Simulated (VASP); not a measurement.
# Ba (Im-3m) in VASP: notebook

The runs below take Ba through single point, with revPBE.

Program: VASP 6.6.1. These are calculated values, not measurements. Logs are shortened: lines on timing, memory, paths and dates and some standing lists are left out, and cuts for length are marked.

## (1) The cell of the first run

Symmetry: Im-3m, No. 229, cubic system. Conventional cell: a = 5.120 Å, b = 5.120 Å, c = 5.120 Å, α = 90.00°, β = 90.00°, γ = 90.00°. Within 5.8 Å of Ba (site symmetry m-3m) lie 14 Ba at 4.43 to 5.12 Å.

## (2) Single point, revPBE

INCAR

```
SYSTEM = Ba
ALGO = Normal ; EDIFF = 1E-6
ENCUT = 500 ; GGA = RE
GGA_COMPAT = .False. ; ISIF = 2
ISMEAR = -1 ; LASPH = .True.
LCHARG = .False. ; LREAL = .False.
LWAVE = .False. ; NBANDS = 11
NELM = 120 ; PREC = Accurate
SIGMA = 0.1
```

KPOINTS

```
k-points
0
Gamma
  5 5 5
  0 0 0
```

POSCAR

```
Ba
1.0
   -2.5600063371      2.5600063371      2.5600063371
    2.5600063371     -2.5600063371      2.5600063371
    2.5600063371      2.5600063371     -2.5600063371
Ba
1
Direct
    0.0000000000      0.0000000000      0.0000000000
```

Potentials or basis: VASP PAW PBE potentials, release 64 (Ba_sv).

Run with:

```bash
cat potpaw_PBE.64/Ba_sv/POTCAR > POTCAR
mpirun -np 1 vasp_std > vasp.out
```

OUTCAR:

```text
SYSTEM = Ba
   EDIFF = 1E-6
   ENCUT = 500
   GGA = RE
   ISIF = 2
   ISMEAR = -1
   LASPH = .True.
   LREAL = .False.
   NELM = 120
   PREC = Accurate

 ion  position               nearest neighbor table
   1  0.000  0.000  0.000-

  LATTYP: Found a body centered cubic cell.
 ALAT       =     5.1200126742

  Lattice vectors:

 A1 = (  -2.5600063371,   2.5600063371,   2.5600063371)
 A2 = (   2.5600063371,  -2.5600063371,   2.5600063371)
 A3 = (   2.5600063371,   2.5600063371,  -2.5600063371)

Analysis of symmetry for initial positions (statically):
=====================================================================
 Subroutine PRICEL returns:
 Original cell was already a primitive cell.

 Routine SETGRP: Setting up the symmetry group for a
 body centered cubic supercell.

 Subroutine GETGRP returns: Found 48 space group operations
 (whereof 48 operations were pure point group operations)
 out of a pool of 48 trial point group operations.

The static configuration has the point symmetry O_h .

Analysis of symmetry for dynamics (positions and initial velocities):
=====================================================================
 Subroutine PRICEL returns:
 Original cell was already a primitive cell.

 Routine SETGRP: Setting up the symmetry group for a
 body centered cubic supercell.

 Subroutine GETGRP returns: Found 48 space group operations
 (whereof 48 operations were pure point group operations)
 out of a pool of 48 trial point group operations.

The dynamic configuration has the point symmetry O_h .

 Subroutine INISYM returns: Found 48 space group operations
 (whereof 48 operations are pure point group operations),
 and found     1 'primitive' translations

----------------------------------------------------------------------------------------

                                     Primitive cell

  volume of cell :      67.1094

  direct lattice vectors                    reciprocal lattice vectors
    -2.560006337  2.560006337  2.560006337     0.000000000  0.195312017  0.195312017
     2.560006337 -2.560006337  2.560006337     0.195312017  0.000000000  0.195312017
     2.560006337  2.560006337 -2.560006337     0.195312017  0.195312017  0.000000000

  length of vectors
     4.434061044  4.434061044  4.434061044     0.276212903  0.276212903  0.276212903

  position of ions in fractional coordinates (direct lattice)
     0.000000000  0.000000000  0.000000000

  ion indices of the primitive-cell ions
   primitive index   ion index
                 1           1

----------------------------------------------------------------------------------------

 KPOINTS: k-points

Automatic generation of k-mesh.
 Grid dimensions read from file:
 generate k-points for:    5    5    5

 Generating k-lattice:

  Cartesian coordinates                     Fractional coordinates (reciprocal lattice)
     0.000000000  0.039062403  0.039062403     0.200000000  0.000000000  0.000000000
     0.039062403  0.000000000  0.039062403     0.000000000  0.200000000  0.000000000
     0.039062403  0.039062403  0.000000000     0.000000000  0.000000000  0.200000000

  Length of vectors
     0.055242581  0.055242581  0.055242581

  Shift w.r.t. Gamma in fractional coordinates (k-lattice)
     0.000000000  0.000000000  0.000000000

 Subroutine IBZKPT returns following result:
 ===========================================

 Found     10 irreducible k-points:

 Following reciprocal coordinates:
            Coordinates               Weight
  0.000000  0.000000  0.000000      1.000000
  0.200000  0.000000  0.000000     12.000000
  0.400000  0.000000  0.000000     12.000000
  0.200000  0.200000  0.000000     24.000000
  0.400000  0.200000  0.000000     24.000000
  0.200000  0.200000  0.200000      8.000000
 -0.200000  0.200000  0.200000      6.000000
 -0.400000  0.400000  0.200000     24.000000
 -0.400000 -0.400000  0.200000      8.000000
 -0.400000  0.400000  0.400000      6.000000
   k-points           NKPTS =     10   k-points in BZ     NKDIM =     10   number of bands    NBANDS=     11
   number of dos      NEDOS =    301   number of ions     NIONS =      1
   total plane-waves  NPLWV =  32768
   dimension x,y,z NGX =    32 NGY =   32 NGZ =   32
   dimension x,y,z NGXF=    64 NGYF=   64 NGZF=   64
   ions per type =               1
   NGX,Y,Z   is equivalent  to a cutoff of  12.00, 12.00, 12.00 a.u.
   NGXF,Y,Z  is equivalent  to a cutoff of  24.00, 24.00, 24.00 a.u.
 SYSTEM =  Ba
   PREC   = accura    normal or accurate (medium, high low for compatibility)
   ISTART =      0    job   : 0-new  1-cont  2-samecut
   ICHARG =      2    charge: 1-file 2-atom 10-const
   ISPIN  =      1    spin polarized calculation?
   LNONCOLLINEAR =      F non collinear calculations
   LSORBIT =      F    spin-orbit coupling
   LASPH  =      T    aspherical Exc in radial PAW
   ENCUT  =  500.0 eV  36.75 Ry    6.06 a.u.   8.08  8.08  8.08*2*pi/ulx,y,z
   NELM   =    120;   NELMIN=  2; NELMDL= -5     # of ELM steps
   EDIFF  = 0.1E-05   stopping-criterion for ELM
   LREAL  =      F    real-space projection
   EDIFFG = 0.1E-04   stopping-criterion for IOM
   NSW    =      0    number of steps for IOM
   IBRION =     -1    ionic relax: 0-MD 1-quasi-New 2-CG
   NFREE  =      0    steps in history (QN), initial steepest desc. (CG)
   ISIF   =      2    stress and relaxation
   ISYM   =      2    0-nonsym 1-usesym 2-fastsym
   POTIM  = 0.5000    time-step for ionic-motion
   TEBEG  =    0.0;   TEEND  =   0.0 temperature during run
   PSTRESS=    0.0 pullay stress
   NELECT =      10.0000    total number of electrons
   NUPDOWN=      -1.0000    fix difference up-down
   EMIN   =  10.00;   EMAX   =-10.00  energy-range for DOS
   EFERMI =   0.00;   METHOD = LEGACY
   ISMEAR =    -1;   SIGMA  =   0.10  broadening in eV -4-tet -1-fermi 0-gaus
   EFERMI_NEDOS =   21; number of points for ismear=-14 and -15
   IALGO  =     38    algorithm
   IMIX   =      4    mixing-type and parameters
     AMIX     =   0.40;   BMIX     =  1.00
     AMIX_MAG =   1.60;   BMIX_MAG =  1.00
  volume/ion in A,a.u.               =      67.11       452.88
  Fermi-wavevector in a.u.,A,eV,Ry     =   0.867922  1.640134 10.249102  0.753288
  Thomas-Fermi vector in A             =   1.986525
   LORBIT       =      0    0 simple, 1 ext, 2 COOP (PROOUT), +10 PAW based schemes
   GGA     = RE    functional components
   LHFCALC =     F    Hartree Fock is set to
   AEXX    =    0.0000 exact exchange contribution
   IVDW    =     0    specifies the selected vdW correction
   LEPSILON=     F    determine dielectric tensor
   LRPA    =     F    only Hartree local field effects (RPA)
 non-spin polarized calculation
  energy-cutoff  :      500.00
  volume of cell :       67.11
 maximum number of plane-waves:      1725
   NGX = 17   NGY = 17   NGZ = 17

 number of electron      10.0000000 magnetization

 Free energy of the ion-electron system (eV)
  ---------------------------------------------------
  ext. energy  EPLUGINS =         0.00000000
  ---------------------------------------------------
  free energy    TOTEN  =        -1.74183549 eV

  energy without entropy =       -1.69899622  energy(sigma->0) =       -1.72041585

 E-fermi :   1.5629     XC(G=0):  -7.1264

 val. band max:        1.2629571200   @ k =  -0.4000   0.4000   0.4000
 cond. band min:       1.5816650011   @ k =  -0.4000  -0.4000   0.2000
 fundamental gap:      0.3187078811
 Fermi energy:         1.5629240636

 k-point     1 :       0.0000    0.0000    0.0000
  band No.  band energies     occupation
      1     -27.4966      2.00000
      2     -12.4873      2.00000
      3     -12.4873      2.00000
      4     -12.4873      2.00000
      5      -1.1788      2.00000
      6       3.3143      0.00000
      7       3.3143      0.00000
      8       3.3143      0.00000
      9       4.6086      0.00000
     10       4.6086      0.00000
     11       8.2618      0.00000

 k-point     2 :       0.2000    0.0000    0.0000
  band No.  band energies     occupation
      1     -27.4854      2.00000
      2     -12.6201      2.00000
      3     -12.5293      2.00000
      4     -12.4879      2.00000
      5      -0.5343      2.00000
      6       2.8601      0.00000
      7       2.8715      0.00000
      8       4.0043      0.00000
      9       4.3137      0.00000
     10       4.6218      0.00000
     11       8.6734      0.00000

 k-point     3 :       0.4000    0.0000    0.0000
  band No.  band energies     occupation
      1     -27.4673      2.00000
      2     -12.8228      2.00000
      3     -12.5959      2.00000
      4     -12.4890      2.00000
      5       0.5554      1.99992
      6       2.3219      0.00101
      7       2.4368      0.00032
      8       4.6027      0.00000
      9       4.9663      0.00000
     10       5.8007      0.00000
     11       7.3213      0.00000

 k-point     4 :       0.2000    0.2000    0.0000
  band No.  band energies     occupation
      1     -27.4708      2.00000
      2     -12.7553      2.00000
      3     -12.5880      2.00000
      4     -12.5166      2.00000
      5       0.4781      1.99996
      6       2.2122      0.00302
      7       2.4849      0.00020
      8       4.2550      0.00000
      9       5.0355      0.00000
     10       5.3260      0.00000
     11       7.9048      0.00000
[... 43 lines left out ...]
 k-point     8 :      -0.4000    0.4000    0.2000
  band No.  band energies     occupation
      1     -27.4587      2.00000
      2     -12.7902      2.00000
      3     -12.6440      2.00000
      4     -12.5824      2.00000
      5       1.0673      1.98602
      6       1.9200      0.05471
      7       2.9709      0.00000
      8       3.5528      0.00000
      9       5.0998      0.00000
     10       5.5965      0.00000
     11       7.8488      0.00000

 k-point     9 :      -0.4000   -0.4000    0.2000
  band No.  band energies     occupation
      1     -27.4512      2.00000
      2     -12.7551      2.00000
      3     -12.7551      2.00000
      4     -12.6019      2.00000
      5       1.5817      0.90657
      6       1.5817      0.90657
      7       2.5255      0.00013
      8       4.7293      0.00000
      9       4.7293      0.00000
     10       6.4915      0.00000
     11       7.4209      0.00000

 k-point    10 :      -0.4000    0.4000    0.4000
  band No.  band energies     occupation
      1     -27.4446      2.00000
      2     -12.7437      2.00000
      3     -12.7198      2.00000
      4     -12.7198      2.00000
      5       1.2200      1.93718
      6       1.2630      1.90512
      7       4.4261      0.00000
      8       4.4261      0.00000
      9       4.8411      0.00000
     10       5.5813      0.00000
     11       7.5614      0.00000

------------------------ aborting loop because EDIFF is reached ----------------------------------------

  FORCE on cell =-STRESS in cart. coord.  units (eV):
  Direction    XX          YY          ZZ          XY          YZ          ZX
  --------------------------------------------------------------------------------------
  -------------------------------------------------------------------------------------
  Total        0.0017203      0.0017203      0.0017203     -0.0000000      0.0000000      0.0000000
  in kB        0.0410717      0.0410717      0.0410717     -0.0000000      0.0000000      0.0000000
  external PRESSURE =       0.0410717 kB  Pullay stress =       0.0000000 kB

 VOLUME and BASIS-vectors are now :
 -----------------------------------------------------------------------------
  energy-cutoff  :      500.00
  volume of cell :       67.11
      direct lattice vectors                 reciprocal lattice vectors
    -2.560006337  2.560006337  2.560006337     0.000000000  0.195312017  0.195312017
     2.560006337 -2.560006337  2.560006337     0.195312017  0.000000000  0.195312017
     2.560006337  2.560006337 -2.560006337     0.195312017  0.195312017  0.000000000

 POSITION                                       TOTAL-FORCE (eV/Angst)
 -----------------------------------------------------------------------------------
      0.00000      0.00000      0.00000         0.000000      0.000000      0.000000
 -----------------------------------------------------------------------------------
    total drift:                                0.000000      0.000000     -0.000000

  FREE ENERGIE OF THE ION-ELECTRON SYSTEM (eV)
  ---------------------------------------------------
  free  energy   TOTEN  =        -1.7418354896 eV

  energy  without entropy=       -1.6989962163  energy(sigma->0) =       -1.72041585
```

Run time: 7.6 s. Hardware: 1 thread of AMD EPYC 7R43 (Zen 3), shared host; peak memory 0.14 GiB.

What came out:

- Free energy: -1.7418 eV
- Pressure: 0.0 GPa
- Band gap on the k mesh: zero (bands 5 and 6 overlap by 0.36 eV)

Levels at points of the mesh, in eV from the Fermi level:
| k point | band 1 | band 2 | band 3 | band 4 | band 5 | band 6 | band 7 | band 8 | band 9 | band 10 |
| --- | --- | --- | --- | --- | --- | --- | --- | --- | --- | --- |
| (0.00, 0.00, 0.00) | -29.06 | -14.05 | -14.05 | -14.05 | -2.74 | 1.75 | 1.75 | 1.75 | 3.05 | 3.05 |

Caveat: the PAW data sets were made with another functional, which shifts forces and pressure a little; spin-orbit coupling is left out, which moves the levels of the heavy elements.

(Continued in part 2 of 2.)
